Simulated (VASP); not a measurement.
# TiO2 (I4_1/amd) in VASP: a series of runs

Runs on TiO2. Level: PBE+U. Tasks: single point.

Everything below comes from runs of VASP 6.6.1. Logs are shortened: lines on timing, memory, paths and dates and some standing lists are left out, and cuts for length are marked.

## 1. The cell of the first run

Symmetry: I4_1/amd, No. 141, tetragonal system. The conventional cell has a = 3.626 Å, b = 3.626 Å, c = 8.997 Å, α = 90.00°, β = 90.00°, γ = 90.00°. Ti (site symmetry -4m2) has 6 O at 1.85 to 1.86 Å within 2.5 Å. Within 2.5 Å of O (site symmetry 2mm) lie 3 Ti at 1.85 to 1.86 Å and 2 O at 2.32 Å.

## 2. Single point, PBE+U

INCAR reads:

```
SYSTEM = TiO2
PREC     = Accurate       ! precision mode
ENCUT    = 520            ! plane-wave cutoff, eV
EDIFF    = 1E-6           ! SCF threshold, eV
ISMEAR   = 0              ! smearing method
SIGMA    = 0.05           ! smearing width, eV
LREAL    = .FALSE.        ! projectors in reciprocal space
LASPH    = .TRUE.         ! aspherical terms in the spheres
NELM     = 150            ! most SCF steps
ALGO     = Normal         ! electronic algorithm
ISIF     = 2              ! what is computed and relaxed
LWAVE    = .FALSE.        ! write WAVECAR
LCHARG   = .FALSE.        ! write CHGCAR
LMAXMIX  = 4              ! l up to which the mixer works
LDAU     = .TRUE.         ! DFT+U
LDAUTYPE = 2            
LDAUL    = 2 -1           ! shell
LDAUU    = 4 0            ! U, eV
LDAUJ    = 0 0          
LDAUPRINT= 1            
GGA      = PE             ! functional
NBANDS   = 33             ! bands
```

KPOINTS reads:

```
Automatic mesh
0
G
  8 8 8
  0 0 0
```

POSCAR reads:

```
TiO2
1.0
   -1.8132000000      1.8132000000      4.4987000000
    1.8132000000     -1.8132000000      4.4987000000
    1.8132000000      1.8132000000     -4.4987000000
Ti O
2 4
Direct
    0.0000000000      0.0000000000      0.0000000000
    0.7500000000      0.2500000000      0.5000000000
    0.2052277854      0.2052277854      0.0000000000
    0.9552277854      0.4552277854      0.5000000000
    0.5447722146      0.0447722146      0.5000000000
    0.7947722146      0.7947722146      0.0000000000
```

Potentials or basis: VASP PAW PBE potentials, release 64 (Ti_sv, O).

Started as:

```bash
> cat potpaw_PBE.64/Ti_sv/POTCAR potpaw_PBE.64/O/POTCAR > POTCAR
> mpirun -np 1 vasp_std > vasp.out
```

OUTCAR:

```text
SYSTEM = TiO2
   PREC = Accurate
   ENCUT = 520
   EDIFF = 1E-6
   ISMEAR = 0
   LREAL = .FALSE.
   LASPH = .TRUE.
   NELM = 150
   ISIF = 2
   GGA = PE

 ion  position               nearest neighbor table
   1  0.000  0.000  0.000-   3 1.85   6 1.85   4 1.86   5 1.86   5 1.86   4 1.86   2 2.89   2 2.89
                             2 2.89   2 2.89
   2  0.750  0.250  0.500-   4 1.85   5 1.85   6 1.86   3 1.86   6 1.86   3 1.86   1 2.89   1 2.89
                             1 2.89   1 2.89
   3  0.205  0.205  0.000-   1 1.85   2 1.86   2 1.86
   4  0.955  0.455  0.500-   2 1.85   1 1.86   1 1.86
   5  0.545  0.045  0.500-   2 1.85   1 1.86   1 1.86
   6  0.795  0.795  0.000-   1 1.85   2 1.86   2 1.86

  LATTYP: Found a body centered tetragonal cell.
 ALAT       =     3.6264000000
 C/A-ratio  =     2.4810831679

  Lattice vectors:

 A1 = (  -1.8132000000,   1.8132000000,   4.4987000000)
 A2 = (   1.8132000000,  -1.8132000000,   4.4987000000)
 A3 = (   1.8132000000,   1.8132000000,  -4.4987000000)

Analysis of symmetry for initial positions (statically):
=====================================================================
 Subroutine PRICEL returns:
 Original cell was already a primitive cell.

 Routine SETGRP: Setting up the symmetry group for a
 body centered tetragonal supercell.

 Subroutine GETGRP returns: Found 16 space group operations
 (whereof  8 operations were pure point group operations)
 out of a pool of 16 trial point group operations.

The static configuration has the point symmetry D_2d.
 The point group associated with its full space group is D_4h.

Analysis of symmetry for dynamics (positions and initial velocities):
=====================================================================
 Subroutine PRICEL returns:
 Original cell was already a primitive cell.

 Routine SETGRP: Setting up the symmetry group for a
 body centered tetragonal supercell.

 Subroutine GETGRP returns: Found 16 space group operations
 (whereof  8 operations were pure point group operations)
[... 200 lines left out ...]

  0.1080 -0.0000 -0.0000 -0.0000 -0.0000
 -0.0000  0.1224 -0.0000 -0.0000 -0.0000
 -0.0000 -0.0000  0.3046 -0.0000  0.0000
 -0.0000 -0.0000 -0.0000  0.1224  0.0000
 -0.0000 -0.0000  0.0000  0.0000  0.2825

 occupancies and eigenvectors

  o =  0.1080  v =  1.0000  0.0000  0.0000  0.0000  0.0000  0.0000  0.0000  0.0000  0.0000  0.0000      0.0000  0.0000  0.0000  0.0000  0.0000  0.0000  0.0000  0.0000  0.0000  0.0000
  o =  0.1080  v =  0.0000  0.0000  0.0000  0.0000  0.0000  1.0000  0.0000  0.0000  0.0000  0.0000      0.0000  0.0000  0.0000  0.0000  0.0000  0.0000  0.0000  0.0000  0.0000  0.0000
  o =  0.1224  v =  0.0000  0.3749  0.0000 -0.9271  0.0000  0.0000  0.0000  0.0000  0.0000  0.0000      0.0000  0.0000  0.0000  0.0000  0.0000  0.0000  0.0000  0.0000  0.0000  0.0000
  o =  0.1224  v =  0.0000  0.0000  0.0000  0.0000  0.0000  0.0000  0.3749  0.0000 -0.9271  0.0000      0.0000  0.0000  0.0000  0.0000  0.0000  0.0000  0.0000  0.0000  0.0000  0.0000
  o =  0.1224  v =  0.0000  0.9271  0.0000  0.3749 -0.0000  0.0000  0.0000  0.0000  0.0000  0.0000      0.0000  0.0000  0.0000  0.0000  0.0000  0.0000  0.0000  0.0000  0.0000  0.0000
  o =  0.1224  v =  0.0000  0.0000  0.0000  0.0000  0.0000  0.0000  0.9271  0.0000  0.3749 -0.0000      0.0000  0.0000  0.0000  0.0000  0.0000  0.0000  0.0000  0.0000  0.0000  0.0000
  o =  0.2825  v =  0.0000  0.0000  0.0000  0.0000  1.0000  0.0000  0.0000  0.0000  0.0000  0.0000      0.0000  0.0000  0.0000  0.0000  0.0000  0.0000  0.0000  0.0000  0.0000  0.0000
  o =  0.2825  v =  0.0000  0.0000  0.0000  0.0000  0.0000  0.0000  0.0000  0.0000  0.0000  1.0000      0.0000  0.0000  0.0000  0.0000  0.0000  0.0000  0.0000  0.0000  0.0000  0.0000
  o =  0.3046  v =  0.0000  0.0000  0.0000  0.0000  0.0000  0.0000  0.0000 -1.0000 -0.0000  0.0000      0.0000  0.0000  0.0000  0.0000  0.0000  0.0000  0.0000  0.0000  0.0000  0.0000
  o =  0.3046  v =  0.0000  0.0000 -1.0000 -0.0000  0.0000  0.0000  0.0000  0.0000  0.0000  0.0000      0.0000  0.0000  0.0000  0.0000  0.0000  0.0000  0.0000  0.0000  0.0000  0.0000

 number of electron      47.9999991 magnetization

 Free energy of the ion-electron system (eV)
  ---------------------------------------------------
  ext. energy  EPLUGINS =         0.00000000
  ---------------------------------------------------
  free energy    TOTEN  =       -46.18910767 eV

  energy without entropy =      -46.18910767  energy(sigma->0) =      -46.18910767

 E-fermi :   5.2309     XC(G=0): -11.4683

 val. band max:        4.9538332465   @ k =   0.5000   0.5000   0.5000
 cond. band min:       8.0521436365   @ k =   0.0000   0.0000   0.0000
 fundamental gap:      3.0983103900
 Fermi energy:         5.2309243837

 k-point     1 :       0.0000    0.0000    0.0000
  band No.  band energies     occupation
      1     -51.6578      2.00000
      2     -51.5378      2.00000
      3     -28.4001      2.00000
      4     -27.9341      2.00000
      5     -27.9341      2.00000
      6     -27.8066      2.00000
[... 853 lines left out ...]
     32      13.1405      0.00000
     33      13.6148      0.00000

 [... further k-points ...]

------------------------ aborting loop because EDIFF is reached ----------------------------------------

  FORCE on cell =-STRESS in cart. coord.  units (eV):
  Direction    XX          YY          ZZ          XY          YZ          ZX
  --------------------------------------------------------------------------------------
  -------------------------------------------------------------------------------------
  Total       20.8435228     20.8435228     28.6357949      0.0000000     -0.0000000      0.0000000
  in kB      564.4731118    564.4731118    775.4992464      0.0000000     -0.0000000      0.0000000
  external PRESSURE =     634.8151567 kB  Pullay stress =       0.0000000 kB

 VOLUME and BASIS-vectors are now :
 -----------------------------------------------------------------------------
  energy-cutoff  :      520.00
  volume of cell :       59.16
      direct lattice vectors                 reciprocal lattice vectors
    -1.813200000  1.813200000  4.498700000     0.000000000  0.275755570  0.111143219
     1.813200000 -1.813200000  4.498700000     0.275755570  0.000000000  0.111143219
     1.813200000  1.813200000 -4.498700000     0.275755570  0.275755570  0.000000000

 POSITION                                       TOTAL-FORCE (eV/Angst)
 -----------------------------------------------------------------------------------
      0.00000      0.00000      0.00000        -0.000000     -0.000000      0.000000
      0.00000      1.81320      2.24935        -0.000000     -0.000000      0.000000
      0.00000      0.00000      1.84652         0.000000     -0.000000      2.441629
     -0.00000      1.81320      4.09587        -0.000000      0.000000      2.441629
      0.00000      1.81320      0.40283        -0.000000      0.000000     -2.441629
      0.00000      0.00000      7.15088         0.000000     -0.000000     -2.441629
 -----------------------------------------------------------------------------------
    total drift:                                0.000000      0.000000     -0.000000

  FREE ENERGIE OF THE ION-ELECTRON SYSTEM (eV)
  ---------------------------------------------------
  free  energy   TOTEN  =       -46.1891076727 eV

  energy  without entropy=      -46.1891076727  energy(sigma->0) =      -46.18910767
```

OSZICAR:

```text
N       E                     dE             d eps       ncg     rms          rms(c)
DAV:   1     0.692736422493E+03    0.69274E+03   -0.24272E+04  3910   0.175E+03
DAV:   2     0.329376523062E+02   -0.65980E+03   -0.61424E+03  4329   0.527E+02
DAV:   3    -0.584497096646E+02   -0.91387E+02   -0.90108E+02  5282   0.194E+02
DAV:   4    -0.637381776885E+02   -0.52885E+01   -0.52786E+01  5735   0.433E+01
DAV:   5    -0.638951226440E+02   -0.15694E+00   -0.15693E+00  4937   0.629E+00    0.401E+01
DAV:   6    -0.450776474127E+02    0.18817E+02   -0.72620E+01  5446   0.971E+01    0.105E+01
DAV:   7    -0.460923893877E+02   -0.10147E+01   -0.11854E+01  5208   0.220E+01    0.106E+01
DAV:   8    -0.461285108380E+02   -0.36121E-01   -0.74439E-01  5230   0.665E+00    0.369E+00
DAV:   9    -0.461937514760E+02   -0.65241E-01   -0.19868E-01  5052   0.303E+00    0.117E+00
DAV:  10    -0.461896684144E+02    0.40831E-02   -0.55257E-02  5276   0.204E+00    0.339E-01
DAV:  11    -0.461892711681E+02    0.39725E-03   -0.37642E-03  5670   0.587E-01    0.820E-02
DAV:  12    -0.461891025619E+02    0.16861E-03   -0.66880E-04  5364   0.291E-01    0.246E-02
DAV:  13    -0.461891071596E+02   -0.45978E-05   -0.69973E-05  4839   0.648E-02    0.172E-02
DAV:  14    -0.461891081822E+02   -0.10226E-05   -0.18568E-05  4529   0.308E-02    0.123E-02
DAV:  15    -0.461891076727E+02    0.50950E-06   -0.44264E-06  4499   0.267E-02
   1 F= -.46189108E+02 E0= -.46189108E+02  d E =-.506393E-17
```

Run time: 4.9 min. Hardware: 1 thread of AMD EPYC 7R13, shared host; peak memory 0.29 GiB.

What came out:

```
Free energy            : -46.1891 eV
Pressure               : 63.5 GPa
Largest force          : 2.442 eV/Å
Band gap on the k mesh : 3.10 eV (least direct gap 3.38 eV)
```

Forces in eV/Å, atoms in the order of the input:
```
Ti   0.000  0.000  0.000
Ti   0.000  0.000  0.000
O    0.000  0.000  2.442
O    0.000  0.000  2.442
O    0.000  0.000 -2.442
O    0.000  0.000 -2.442
```

Eigenvalues of the final occupation matrices:
| site | spin | trace | eigenvalues |
| --- | --- | --- | --- |
| site 1 d | 1 | 0.94 | 0.11 0.12 0.12 0.28 0.30 |
| site 1 d | 2 | 0.94 | 0.11 0.12 0.12 0.28 0.30 |
| site 2 d | 1 | 0.94 | 0.11 0.12 0.12 0.28 0.30 |
| site 2 d | 2 | 0.94 | 0.11 0.12 0.12 0.28 0.30 |

Caveat: the stress differs along the axes, from 56 to 78 GPa; forces of over 1 eV/Å act on the atoms, so gaps and moduli don't describe the material at rest. A k mesh can miss the band edges.

[end of part 1 of 2]
